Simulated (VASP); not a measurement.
Here is a VASP 6.6.1 calculation.

The input INCAR:

```
ALGO = Fast
EDIFF = 1E-6
ENCUT = 520
GGA = PS
ISIF = 2
ISMEAR = 1
KPAR = 4
LASPH = True
LCHARG = False
LMAXMIX = 4
LREAL = False
LWAVE = False
NBANDS = 77
NELM = 80
PREC = Accurate
SIGMA = 0.1
```

File KPOINTS:

```
k-points
0
Gamma
  6 6 6
```

POSCAR

```
SrSb12Ru4                               
1.0
   -4.6441387149      4.6441387149      4.6441387149
    4.6441387149     -4.6441387149      4.6441387149
    4.6441387149      4.6441387149     -4.6441387149
  Sr              Sb              Ru            
     1    12     4
Direct
     0.0000000000000000    0.0000000000000000    0.0000000000000000
     0.1597167491052224    0.3425638108124708    0.5022805599176932
     0.8171529382927516    0.1597167491052224    0.6574361891875292
     0.6574361891875292    0.4977194400823067    0.8402832508947776
     0.4977194400823067    0.8402832508947776    0.6574361891875292
     0.3425638108124708    0.1828470617072484    0.8402832508947776
     0.5022805599176932    0.1597167491052224    0.3425638108124708
     0.3425638108124708    0.5022805599176932    0.1597167491052224
     0.6574361891875292    0.8171529382927516    0.1597167491052224
     0.1828470617072484    0.8402832508947776    0.3425638108124708
     0.8402832508947776    0.6574361891875292    0.4977194400823067
     0.8402832508947776    0.3425638108124708    0.1828470617072484
     0.1597167491052224    0.6574361891875292    0.8171529382927516
     0.0000000000000000    0.0000000000000000    0.5000000000000000
     0.0000000000000000    0.5000000000000000    0.0000000000000000
     0.5000000000000000    0.5000000000000000    0.5000000000000000
     0.5000000000000000    0.0000000000000000    0.0000000000000000
```

Contents of KPOINTS_OPT:

```
explicit points
128
Reciprocal
 0.0000000000  0.0000000000  0.0000000000 1
 0.0555555556 -0.0555555556  0.0555555556 1
 0.1111111111 -0.1111111111  0.1111111111 1
 0.1666666667 -0.1666666667  0.1666666667 1
 0.2222222222 -0.2222222222  0.2222222222 1
 0.2777777778 -0.2777777778  0.2777777778 1
 0.3333333333 -0.3333333333  0.3333333333 1
 0.3888888889 -0.3888888889  0.3888888889 1
 0.4444444444 -0.4444444444  0.4444444444 1
 0.5000000000 -0.5000000000  0.5000000000 1
 0.5000000000 -0.5000000000  0.5000000000 1
 0.4444444444 -0.4444444444  0.5000000000 1
 0.3888888889 -0.3888888889  0.5000000000 1
 0.3333333333 -0.3333333333  0.5000000000 1
 0.2777777778 -0.2777777778  0.5000000000 1
 0.2222222222 -0.2222222222  0.5000000000 1
 0.1666666667 -0.1666666667  0.5000000000 1
 0.1111111111 -0.1111111111  0.5000000000 1
 0.0555555556 -0.0555555556  0.5000000000 1
 0.0000000000  0.0000000000  0.5000000000 1
 0.0000000000  0.0000000000  0.5000000000 1
 0.0000000000  0.0000000000  0.4444444444 1
 0.0000000000  0.0000000000  0.3888888889 1
 0.0000000000  0.0000000000  0.3333333333 1
 0.0000000000  0.0000000000  0.2777777778 1
 0.0000000000  0.0000000000  0.2222222222 1
 0.0000000000  0.0000000000  0.1666666667 1
 0.0000000000  0.0000000000  0.1111111111 1
 0.0000000000  0.0000000000  0.0555555556 1
 0.0000000000  0.0000000000  0.0000000000 1
 0.0000000000  0.0000000000  0.0000000000 1
 0.0277777778  0.0277777778  0.0277777778 1
 0.0555555556  0.0555555556  0.0555555556 1
 0.0833333333  0.0833333333  0.0833333333 1
 0.1111111111  0.1111111111  0.1111111111 1
 0.1388888889  0.1388888889  0.1388888889 1
 0.1666666667  0.1666666667  0.1666666667 1
 0.1944444444  0.1944444444  0.1944444444 1
 0.2222222222  0.2222222222  0.2222222222 1
 0.2500000000  0.2500000000  0.2500000000 1
 0.2500000000  0.2500000000  0.2500000000 1
 0.2777777778  0.1666666667  0.2777777778 1
 0.3055555556  0.0833333333  0.3055555556 1
 0.3333333333  0.0000000000  0.3333333333 1
 0.3611111111 -0.0833333333  0.3611111111 1
 0.3888888889 -0.1666666667  0.3888888889 1
 0.4166666667 -0.2500000000  0.4166666667 1
 0.4444444444 -0.3333333333  0.4444444444 1
 0.4722222222 -0.4166666667  0.4722222222 1
 0.5000000000 -0.5000000000  0.5000000000 1
 0.2500000000  0.2500000000  0.2500000000 1
 0.2222222222  0.2222222222  0.2777777778 1
 0.1944444444  0.1944444444  0.3055555556 1
 0.1666666667  0.1666666667  0.3333333333 1
 0.1388888889  0.1388888889  0.3611111111 1
 0.1111111111  0.1111111111  0.3888888889 1
 0.0833333333  0.0833333333  0.4166666667 1
 0.0555555556  0.0555555556  0.4444444444 1
 0.0277777778  0.0277777778  0.4722222222 1
 0.0000000000  0.0000000000  0.5000000000 1
 0.0000000000  0.0000000000  0.0000000000 1
-0.0089336100  0.0089336100  0.0089336100 1
 0.0089336100 -0.0089336100 -0.0089336100 1
-0.0260563700  0.0260563700  0.0260563700 1
 0.0260563700 -0.0260563700 -0.0260563700 1
 0.0000000000 -0.0000000000  0.0126340400 1
-0.0000000000  0.0000000000 -0.0126340400 1
-0.0000000000  0.0000000000  0.0368492700 1
 0.0000000000 -0.0000000000 -0.0368492700 1
 0.0051578200  0.0051578200  0.0051578200 1
-0.0051578200 -0.0051578200 -0.0051578200 1
 0.0150436500  0.0150436500  0.0150436500 1
-0.0150436500 -0.0150436500 -0.0150436500 1
-0.0126340400  0.0126340400 -0.0000000000 1
 0.0126340400 -0.0126340400  0.0000000000 1
-0.0368492700  0.0368492700  0.0000000000 1
 0.0368492700 -0.0368492700 -0.0000000000 1
 0.5000000000 -0.5000000000  0.5000000000 1
 0.4910663900 -0.4910663900  0.5089336100 1
 0.5089336100 -0.5089336100  0.4910663900 1
 0.4739436300 -0.4739436300  0.5260563700 1
 0.5260563700 -0.5260563700  0.4739436300 1
 0.5000000000 -0.5000000000  0.5126340400 1
 0.5000000000 -0.5000000000  0.4873659600 1
 0.5000000000 -0.5000000000  0.5368492700 1
 0.5000000000 -0.5000000000  0.4631507300 1
 0.5051578200 -0.4948421800  0.5051578200 1
 0.4948421800 -0.5051578200  0.4948421800 1
 0.5150436500 -0.4849563500  0.5150436500 1
 0.4849563500 -0.5150436500  0.4849563500 1
 0.4873659600 -0.4873659600  0.5000000000 1
 0.5126340400 -0.5126340400  0.5000000000 1
 0.4631507300 -0.4631507300  0.5000000000 1
 0.5368492700 -0.5368492700  0.5000000000 1
 0.2500000000  0.2500000000  0.2500000000 1
 0.2410663900  0.2589336100  0.2589336100 1
 0.2589336100  0.2410663900  0.2410663900 1
 0.2239436300  0.2760563700  0.2760563700 1
 0.2760563700  0.2239436300  0.2239436300 1
 0.2500000000  0.2500000000  0.2626340400 1
 0.2500000000  0.2500000000  0.2373659600 1
 0.2500000000  0.2500000000  0.2868492700 1
 0.2500000000  0.2500000000  0.2131507300 1
 0.2551578200  0.2551578200  0.2551578200 1
 0.2448421800  0.2448421800  0.2448421800 1
 0.2650436500  0.2650436500  0.2650436500 1
 0.2349563500  0.2349563500  0.2349563500 1
 0.2373659600  0.2626340400  0.2500000000 1
 0.2626340400  0.2373659600  0.2500000000 1
 0.2131507300  0.2868492700  0.2500000000 1
 0.2868492700  0.2131507300  0.2500000000 1
 0.0000000000  0.0000000000  0.5000000000 1
-0.0089336100  0.0089336100  0.5089336100 1
 0.0089336100 -0.0089336100  0.4910663900 1
-0.0260563700  0.0260563700  0.5260563700 1
 0.0260563700 -0.0260563700  0.4739436300 1
 0.0000000000 -0.0000000000  0.5126340400 1
-0.0000000000  0.0000000000  0.4873659600 1
-0.0000000000  0.0000000000  0.5368492700 1
 0.0000000000 -0.0000000000  0.4631507300 1
 0.0051578200  0.0051578200  0.5051578200 1
-0.0051578200 -0.0051578200  0.4948421800 1
 0.0150436500  0.0150436500  0.5150436500 1
-0.0150436500 -0.0150436500  0.4849563500 1
-0.0126340400  0.0126340400  0.5000000000 1
 0.0126340400 -0.0126340400  0.5000000000 1
-0.0368492700  0.0368492700  0.5000000000 1
 0.0368492700 -0.0368492700  0.5000000000 1
```

Potentials or basis: VASP PAW PBE potentials, release 64 (Sr_sv, Sb, Ru_pv).

Command:

```bash
$ cat potpaw_PBE.64/Sr_sv/POTCAR potpaw_PBE.64/Sb/POTCAR potpaw_PBE.64/Ru_pv/POTCAR > POTCAR
$ mpirun -np 4 vasp_std > vasp.out
```

**Question.** What does it give for the largest force?

**Answer.** 0.004 eV/Å.

**Question.** Predict the pressure.

**Answer.** 0.0 GPa.

Forces in eV/Å, atoms in the order of the input:
```
Sr   0.000  0.000  0.000
Sb   0.004 -0.001  0.000
Sb   0.000 -0.004 -0.001
Sb   0.001  0.000 -0.004
Sb   0.000 -0.004  0.001
Sb   0.001  0.000  0.004
Sb   0.000  0.004 -0.001
Sb  -0.001  0.000  0.004
Sb  -0.001  0.000 -0.004
Sb   0.000  0.004  0.001
Sb  -0.004  0.001  0.000
Sb   0.004  0.001  0.000
Sb  -0.004 -0.001  0.000
Ru   0.000  0.000  0.000
Ru   0.000  0.000  0.000
Ru   0.000  0.000  0.000
Ru   0.000  0.000  0.000
```

Caveat: the PAW data sets were made with another functional, which shifts forces and pressure a little.
